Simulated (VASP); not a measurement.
# TiAl (Cmmm) in VASP: a series of runs

The runs below take TiAl through single point, with r2SCAN.

All numbers are computed with VASP 6.6.1; they aren't measurements. Logs are shortened: lines on timing, memory, paths and dates and some standing lists are left out, and cuts for length are marked.

**1. The cell of the first run**

The structure is orthorhombic, space group Cmmm (No. 65). Conventional cell: a = 4.468 Å, b = 4.524 Å, c = 3.179 Å, α = 90.00°, β = 90.00°, γ = 90.00°. Ti (site symmetry mmm) has 8 Al at 2.74 to 2.76 Å and 6 Ti at 3.18 Å within 3.6 Å. Al (site symmetry mmm) has 8 Ti at 2.74 to 2.76 Å and 6 Al at 3.18 Å within 3.6 Å.

**2. Single point, r2SCAN (strain +0.0125 x Voigt [0, 0, 0, 0, 0, 1])**

Input file POSCAR:

```
TiAl
1.0
    3.1790640000      0.0198691500      0.0000000000
    0.0198691500      3.1790640000      0.0000000000
    0.0000000000      0.0000000000      3.1790640000
Ti Al
1 1
Direct
    0.0000000000      0.0000000000      0.0000000000
    0.5000000000      0.5000000000      0.5000000000
```

Input file INCAR.step1:

```
SYSTEM = TiAl
  ALGO = Normal
  EDIFF = 1E-4
  ENCUT = 520
  GGA = PE
  ISMEAR = 0
  LASPH = .True.
  LCHARG = .False.
  LREAL = .False.
  LWAVE = .True.
  NBANDS = 14
  NELM = 100
  PREC = Accurate
  SIGMA = 0.15
```

Input file INCAR.step2:

```
SYSTEM = TiAl
  ALGO = Normal
  EDIFF = 1E-7
  ENCUT = 520
  ISIF = 2
  ISMEAR = 0
  ISTART = 1
  LASPH = .True.
  LCHARG = .False.
  LMIXTAU = .True.
  LREAL = .False.
  LWAVE = .False.
  METAGGA = R2SCAN
  NBANDS = 14
  NELM = 100
  PREC = Accurate
  SIGMA = 0.15
```

Input file KPOINTS:

```
k-points
0
Gamma
  16 16 16
  0 0 0
```

Potentials or basis: VASP PAW PBE potentials, release 64 (Ti_sv, Al).

On the command line:

```bash
$ cat potpaw_PBE.64/Ti_sv/POTCAR potpaw_PBE.64/Al/POTCAR > POTCAR
$ cp INCAR.step1 INCAR
$ mpirun -np 1 vasp_std > vasp.out
$ cp INCAR.step2 INCAR
$ mpirun -np 1 vasp_std > vasp.out
```

OUTCAR:

```text
SYSTEM = TiAl
   EDIFF = 1E-7
   ENCUT = 520
   ISIF = 2
   ISMEAR = 0
   ISTART = 1
   LASPH = .True.
   LREAL = .False.
   METAGGA = R2SCAN
   NELM = 100
   PREC = Accurate

 ion  position               nearest neighbor table
   1  0.000  0.000  0.000-   2 2.74   2 2.74   2 2.74   2 2.74   2 2.76   2 2.76   2 2.76   2 2.76

   2  0.500  0.500  0.500-   1 2.74   1 2.74   1 2.74   1 2.74   1 2.76   1 2.76   1 2.76   1 2.76

  LATTYP: Found a base centered orthorhombic cell.
 ALAT       =     4.4677762030
 B/A-ratio  =     1.0125786164
 C/A-ratio  =     0.7115539936

  Lattice vectors:

 A1 = (  -0.0198691500,  -3.1790640000,   0.0000000000)
 A2 = (   3.1790640000,   0.0198691500,   0.0000000000)
 A3 = (   0.0000000000,   0.0000000000,   3.1790640000)

Analysis of symmetry for initial positions (statically):
=====================================================================
 Subroutine PRICEL returns:
 Original cell was already a primitive cell.

 Routine SETGRP: Setting up the symmetry group for a
 base centered orthorhombic supercell.

 Subroutine GETGRP returns: Found  8 space group operations
 (whereof  8 operations were pure point group operations)
 out of a pool of  8 trial point group operations.

The static configuration has the point symmetry D_2h.

Analysis of symmetry for dynamics (positions and initial velocities):
=====================================================================
 Subroutine PRICEL returns:
 Original cell was already a primitive cell.

 Routine SETGRP: Setting up the symmetry group for a
 base centered orthorhombic supercell.

 Subroutine GETGRP returns: Found  8 space group operations
 (whereof  8 operations were pure point group operations)
 out of a pool of  8 trial point group operations.

The dynamic configuration has the point symmetry D_2h.

 Subroutine INISYM returns: Found  8 space group operations
 (whereof  8 operations are pure point group operations),
 and found     1 'primitive' translations

----------------------------------------------------------------------------------------

                                     Primitive cell

  volume of cell :      32.1278

  direct lattice vectors                    reciprocal lattice vectors
     3.179064000  0.019869150  0.000000000     0.314570284 -0.001966064  0.000000000
     0.019869150  3.179064000  0.000000000    -0.001966064  0.314570284  0.000000000
     0.000000000  0.000000000  3.179064000     0.000000000  0.000000000  0.314557996

  length of vectors
     3.179126090  3.179126090  3.179064000     0.314576427  0.314576427  0.314557996

  position of ions in fractional coordinates (direct lattice)
     0.000000000  0.000000000  0.000000000
     0.500000000  0.500000000  0.500000000

  ion indices of the primitive-cell ions
   primitive index   ion index
                 1           1
                 2           2

----------------------------------------------------------------------------------------

 KPOINTS: k-points

Automatic generation of k-mesh.
 Grid dimensions read from file:
 generate k-points for:   16   16   16

 Generating k-lattice:

  Cartesian coordinates                     Fractional coordinates (reciprocal lattice)
     0.019660643 -0.000122879  0.000000000     0.062500000  0.000000000  0.000000000
    -0.000122879  0.019660643  0.000000000     0.000000000  0.062500000  0.000000000
     0.000000000  0.000000000  0.019659875     0.000000000  0.000000000  0.062500000

  Length of vectors
     0.019661027  0.019661027  0.019659875

  Shift w.r.t. Gamma in fractional coordinates (k-lattice)
     0.000000000  0.000000000  0.000000000

 Subroutine IBZKPT returns following result:
 ===========================================

 Found    657 irreducible k-points:

 Following reciprocal coordinates:
            Coordinates               Weight
  0.000000  0.000000  0.000000      1.000000
  0.062500  0.000000  0.000000      4.000000
  0.125000  0.000000  0.000000      4.000000
  0.187500  0.000000  0.000000      4.000000
  0.250000  0.000000  0.000000      4.000000
  0.312500  0.000000  0.000000      4.000000
[... 16 lines left out ...]
 -0.125000  0.062500  0.000000      4.000000
 -0.062500  0.062500  0.000000      2.000000
 [... further k-points ...]
   k-points           NKPTS =    657   k-points in BZ     NKDIM =    657   number of bands    NBANDS=     14
   number of dos      NEDOS =    301   number of ions     NIONS =      2
   total plane-waves  NPLWV =  13824
   dimension x,y,z NGX =    24 NGY =   24 NGZ =   24
   dimension x,y,z NGXF=    48 NGYF=   48 NGZF=   48
   ions per type =               1   1
   NGX,Y,Z   is equivalent  to a cutoff of  12.55, 12.55, 12.55 a.u.
   NGXF,Y,Z  is equivalent  to a cutoff of  25.10, 25.10, 25.10 a.u.
 SYSTEM =  TiAl
   PREC   = accura    normal or accurate (medium, high low for compatibility)
   ISTART =      1    job   : 0-new  1-cont  2-samecut
   ICHARG =      0    charge: 1-file 2-atom 10-const
   ISPIN  =      1    spin polarized calculation?
   LNONCOLLINEAR =      F non collinear calculations
   LSORBIT =      F    spin-orbit coupling
   LASPH  =      T    aspherical Exc in radial PAW
   ENCUT  =  520.0 eV  38.22 Ry    6.18 a.u.   5.91  5.91  5.91*2*pi/ulx,y,z
   NELM   =    100;   NELMIN=  2; NELMDL=  0     # of ELM steps
   EDIFF  = 0.1E-06   stopping-criterion for ELM
   LREAL  =      F    real-space projection
   EDIFFG = 0.1E-05   stopping-criterion for IOM
   NSW    =      0    number of steps for IOM
   IBRION =     -1    ionic relax: 0-MD 1-quasi-New 2-CG
   NFREE  =      0    steps in history (QN), initial steepest desc. (CG)
   ISIF   =      2    stress and relaxation
   ISYM   =      2    0-nonsym 1-usesym 2-fastsym
   POTIM  = 0.5000    time-step for ionic-motion
   TEBEG  =    0.0;   TEEND  =   0.0 temperature during run
   PSTRESS=    0.0 pullay stress
   NELECT =      15.0000    total number of electrons
   NUPDOWN=      -1.0000    fix difference up-down
   EMIN   =  10.00;   EMAX   =-10.00  energy-range for DOS
   EFERMI =   0.00;   METHOD = LEGACY
   ISMEAR =     0;   SIGMA  =   0.15  broadening in eV -4-tet -1-fermi 0-gaus
   EFERMI_NEDOS =   21; number of points for ismear=-14 and -15
   IALGO  =     38    algorithm
   IMIX   =      4    mixing-type and parameters
     AMIX     =   0.40;   BMIX     =  1.00
     AMIX_MAG =   1.60;   BMIX_MAG =  1.00
  volume/ion in A,a.u.               =      16.06       108.40
  Fermi-wavevector in a.u.,A,eV,Ry     =   1.270023  2.399996 21.945637  1.612959
  Thomas-Fermi vector in A             =   2.403033
   LORBIT       =      0    0 simple, 1 ext, 2 COOP (PROOUT), +10 PAW based schemes
   METAGGA = R2SCAN    functional components
   LHFCALC =     F    Hartree Fock is set to
   AEXX    =    0.0000 exact exchange contribution
   IVDW    =     0    specifies the selected vdW correction
   LEPSILON=     F    determine dielectric tensor
   LRPA    =     F    only Hartree local field effects (RPA)
 non-spin polarized calculation
 Gauss-broadening in eV      SIGMA  =   0.15
  energy-cutoff  :      520.00
  volume of cell :       32.13
 maximum number of plane-waves:       896
   NGX = 11   NGY = 11   NGZ = 11

 number of electron      14.9999993 magnetization

 Free energy of the ion-electron system (eV)
  ---------------------------------------------------
  ext. energy  EPLUGINS =         0.00000000
  ---------------------------------------------------
  free energy    TOTEN  =       -20.32056283 eV

  energy without entropy =      -20.29841333  energy(sigma->0) =      -20.30948808

 E-fermi :   8.8375     XC(G=0): -11.9006

 val. band max:        8.8334749307   @ k =  -0.3750   0.2500   0.3750
 cond. band min:       8.8393329144   @ k =   0.2500   0.2500   0.3125
 fundamental gap:      0.0058579837
 Fermi energy:         8.8375461515

 k-point     1 :       0.0000    0.0000    0.0000
  band No.  band energies     occupation
      1     -50.4468      2.00000
      2     -25.6077      2.00000
      3     -25.6007      2.00000
      4     -25.5939      2.00000
      5      -1.0308      2.00000
      6       7.2125      2.00000
      7       7.2136      2.00000
      8      10.8451      0.00000
      9      10.8788      0.00000
     10      10.9154      0.00000
     11      13.4329      0.00000
     12      13.4538      0.00000
     13      13.4779      0.00000
     14      17.8992      0.00000

 k-point     2 :       0.0625    0.0000    0.0000
  band No.  band energies     occupation
      1     -50.4461      2.00000
      2     -25.6119      2.00000
      3     -25.6001      2.00000
      4     -25.5961      2.00000
      5      -0.9651      2.00000
      6       7.1781      2.00000
      7       7.2432      2.00000
      8      10.7487      0.00000
      9      10.7563      0.00000
     10      10.8970      0.00000
     11      13.1637      0.00000
     12      13.6240      0.00000
     13      13.6269      0.00000
     14      17.8136      0.00000

 k-point     3 :       0.1250    0.0000    0.0000
  band No.  band energies     occupation
      1     -50.4444      2.00000
      2     -25.6295      2.00000
      3     -25.5984      2.00000
      4     -25.5969      2.00000
      5      -0.7697      2.00000
      6       7.0433      2.00000
      7       7.3318      2.00000
      8      10.4622      0.00000
      9      10.4643      0.00000
     10      10.9134      0.00000
     11      12.5572      0.00000
     12      14.0605      0.00000
     13      14.0622      0.00000
     14      17.5671      0.00000

 k-point     4 :       0.1875    0.0000    0.0000
  band No.  band energies     occupation
      1     -50.4418      2.00000
      2     -25.6587      2.00000
      3     -25.5958      2.00000
      4     -25.5951      2.00000
      5      -0.4487      2.00000
      6       6.7373      2.00000
      7       7.4706      2.00000
      8      10.1166      0.00000
      9      10.1181      0.00000
     10      10.9461      0.00000
     11      12.0092      0.00000
     12      14.6526      0.00000
     13      14.6534      0.00000
     14      17.1917      0.00000

 k-point     5 :       0.2500    0.0000    0.0000
  band No.  band energies     occupation
      1     -50.4387      2.00000
      2     -25.6937      2.00000
      3     -25.5927      2.00000
      4     -25.5924      2.00000
      5      -0.0089      2.00000
      6       6.2050      2.00000
      7       7.6452      2.00000
      8       9.7851      0.00000
      9       9.7867      0.00000
     10      10.9861      0.00000
     11      11.7090      0.00000
[... 276 lines left out ...]
 k-point    22 :      -0.1875    0.0625    0.0000
  band No.  band energies     occupation
      1     -50.4412      2.00000
      2     -25.6584      2.00000
      3     -25.6018      2.00000
      4     -25.5952      2.00000
      5      -0.3807      2.00000
      6       6.7613      2.00000
      7       7.4457      2.00000
      8       9.9880      0.00000
      9      10.1089      0.00000
     10      10.8745      0.00000
     11      12.1285      0.00000
     12      14.2675      0.00000
     13      14.7917      0.00000
     14      17.4186      0.00000

 k-point    23 :      -0.1250    0.0625    0.0000
  band No.  band energies     occupation
      1     -50.4438      2.00000
      2     -25.6298      2.00000
      3     -25.6031      2.00000
      4     -25.5978      2.00000
      5      -0.7018      2.00000
      6       7.0594      2.00000
      7       7.3107      2.00000
      8      10.3346      0.00000
      9      10.4321      0.00000
     10      10.8510      0.00000
     11      12.6929      0.00000
     12      13.7342      0.00000
     13      14.2121      0.00000
     14      17.7462      0.00000

 k-point    24 :      -0.0625    0.0625    0.0000
  band No.  band energies     occupation
      1     -50.4455      2.00000
      2     -25.6146      2.00000
      3     -25.6000      2.00000
      4     -25.5995      2.00000
      5      -0.8980      2.00000
      6       7.1757      2.00000
      7       7.2384      2.00000
      8      10.6356      0.00000
      9      10.6710      0.00000
     10      10.8672      0.00000
     11      13.2827      0.00000
     12      13.3584      0.00000
     13      13.7890      0.00000
     14      17.9107      0.00000

 [... further k-points ...]

------------------------ aborting loop because EDIFF is reached ----------------------------------------

  FORCE on cell =-STRESS in cart. coord.  units (eV):
  Direction    XX          YY          ZZ          XY          YZ          ZX
  --------------------------------------------------------------------------------------
  -------------------------------------------------------------------------------------
  Total       -0.1427833     -0.1427833     -0.1370217     -0.1929221      0.0000000      0.0000000
  in kB       -7.1204464     -7.1204464     -6.8331201     -9.6208100      0.0000000      0.0000000
  external PRESSURE =      -7.0246710 kB  Pullay stress =       0.0000000 kB

 VOLUME and BASIS-vectors are now :
 -----------------------------------------------------------------------------
  energy-cutoff  :      520.00
  volume of cell :       32.13
      direct lattice vectors                 reciprocal lattice vectors
     3.179064000  0.019869150  0.000000000     0.314570284 -0.001966064  0.000000000
     0.019869150  3.179064000  0.000000000    -0.001966064  0.314570284  0.000000000
     0.000000000  0.000000000  3.179064000     0.000000000  0.000000000  0.314557996

 POSITION                                       TOTAL-FORCE (eV/Angst)
 -----------------------------------------------------------------------------------
      0.00000      0.00000      0.00000         0.000000      0.000000      0.000000
      1.59947      1.59947      1.58953        -0.000000      0.000000      0.000000
 -----------------------------------------------------------------------------------
    total drift:                               -0.000000      0.000000      0.000000

  FREE ENERGIE OF THE ION-ELECTRON SYSTEM (eV)
  ---------------------------------------------------
  free  energy   TOTEN  =       -20.3205628260 eV

  energy  without entropy=      -20.2984133338  energy(sigma->0) =      -20.30948808
```

It took 8 min on 1 thread of Oxide Virtual Turin-like, shared host; peak memory 0.36 GiB.

Results:

```yaml
Free_energy: -20.3206 eV
Pressure: -0.7 GPa
Band_gap_on_the_k_mesh: zero (an odd number of electrons rules out a gap without spin polarisation)
```

Levels at points of the mesh, in eV from the Fermi level:
```
           k point  band 3  band 4  band 5  band 6  band 7  band 8  band 9  band 10  band 11  band 12
(0.00, 0.00, 0.00)  -34.44  -34.43   -9.87   -1.63   -1.62    2.01    2.04     2.08     4.60     4.62
(0.50, 0.00, 0.00)  -34.42  -34.42   -6.45   -5.60   -0.66    0.28    0.28     2.26     3.10     6.66
(0.50, 0.50, 0.00)  -34.59  -34.41   -5.24   -2.49   -2.34   -1.63    0.86     0.89     2.82     4.92
(0.00, 0.00, 0.50)  -34.43  -34.42   -6.45   -5.60   -0.66    0.22    0.34     2.25     3.10     6.67
(0.50, 0.00, 0.50)  -34.60  -34.41   -5.24   -2.41   -2.41   -1.63    0.87     0.87     2.82     4.93
(0.50, 0.50, 0.50)  -34.57  -34.57   -3.30   -3.27   -3.25    0.91    2.77     2.87     2.89     2.89
```

Caveat: the cell differs from its parent crystal (strain +0.0125 x Voigt [0, 0, 0, 0, 0, 1]); the PAW data sets were made with another functional, which shifts forces and pressure a little.

**3. Single point, r2SCAN (strain +0.0075 x Voigt [0, 0, 0, 0, 0, 1])**

Input file POSCAR:

```
TiAl
1.0
    3.1790640000      0.0119214900      0.0000000000
    0.0119214900      3.1790640000      0.0000000000
    0.0000000000      0.0000000000      3.1790640000
Ti Al
1 1
Direct
    0.0000000000      0.0000000000      0.0000000000
    0.5000000000      0.5000000000      0.5000000000
```

Input file INCAR.step1:

```
ALGO     = Normal         # electronic algorithm
EDIFF    = 1E-4           # SCF threshold, eV
ENCUT    = 520            # plane-wave cutoff, eV
GGA      = PE             # functional
ISMEAR   = 0              # smearing method
LASPH    = T              # aspherical terms in the spheres
LCHARG   = F              # write CHGCAR
LREAL    = F              # projectors in reciprocal space
LWAVE    = T              # write WAVECAR
NBANDS   = 14             # bands
NELM     = 60             # most SCF steps
PREC     = Accurate       # precision mode
SIGMA    = 0.15           # smearing width, eV
```

Input file INCAR.step2:

```
ALGO     = Normal         # electronic algorithm
EDIFF    = 1E-6           # SCF threshold, eV
ENCUT    = 520            # plane-wave cutoff, eV
ISIF     = 2              # what is computed and relaxed
ISMEAR   = 0              # smearing method
ISTART   = 1            
LASPH    = T              # aspherical terms in the spheres
LCHARG   = F              # write CHGCAR
LMIXTAU  = T            
LREAL    = F              # projectors in reciprocal space
LWAVE    = F              # write WAVECAR
METAGGA  = R2SCAN         # meta-GGA
NBANDS   = 14             # bands
NELM     = 60             # most SCF steps
PREC     = Accurate       # precision mode
SIGMA    = 0.15           # smearing width, eV
```

Input file KPOINTS:

```
k-points
0
Gamma
  16 16 16
```

Potentials or basis: VASP PAW PBE potentials, release 64 (Ti_sv, Al).

On the command line:

```bash
$ cat potpaw_PBE.64/Ti_sv/POTCAR potpaw_PBE.64/Al/POTCAR > POTCAR
$ cp INCAR.step1 INCAR
$ mpirun -np 1 vasp_std > vasp.out
$ cp INCAR.step2 INCAR
$ mpirun -np 1 vasp_std > vasp.out
```

It took 9.1 min on 1 thread of Oxide Virtual Turin-like, shared host; peak memory 0.37 GiB.

The run converged. Its results:

```
Free energy            : -20.3213 eV
Pressure               : -0.7 GPa
Band gap on the k mesh : zero (an odd number of electrons rules out a gap without spin polarisation)
```

Stress tensor (GPa, compression positive):
```
-0.72 -0.58  0.00
-0.58 -0.72  0.00
 0.00  0.00 -0.71
```

Levels at points of the mesh, in eV from the Fermi level:
| k point | band 3 | band 4 | band 5 | band 6 | band 7 | band 8 | band 9 | band 10 | band 11 | band 12 |
| --- | --- | --- | --- | --- | --- | --- | --- | --- | --- | --- |
| (0.00, 0.00, 0.00) | -34.44 | -34.43 | -9.87 | -1.63 | -1.63 | 2.02 | 2.04 | 2.06 | 4.60 | 4.62 |
| (0.50, 0.00, 0.00) | -34.42 | -34.42 | -6.45 | -5.60 | -0.66 | 0.28 | 0.28 | 2.26 | 3.10 | 6.66 |
| (0.50, 0.50, 0.00) | -34.59 | -34.41 | -5.24 | -2.46 | -2.37 | -1.63 | 0.86 | 0.88 | 2.82 | 4.93 |
| (0.00, 0.00, 0.50) | -34.43 | -34.42 | -6.45 | -5.60 | -0.66 | 0.24 | 0.31 | 2.26 | 3.10 | 6.67 |
| (0.50, 0.00, 0.50) | -34.60 | -34.41 | -5.24 | -2.42 | -2.42 | -1.63 | 0.87 | 0.87 | 2.82 | 4.93 |
| (0.50, 0.50, 0.50) | -34.57 | -34.57 | -3.29 | -3.27 | -3.26 | 0.91 | 2.81 | 2.87 | 2.88 | 2.88 |

Caveat: the cell differs from its parent crystal (strain +0.0075 x Voigt [0, 0, 0, 0, 0, 1]); the PAW data sets were made with another functional, which shifts forces and pressure a little.
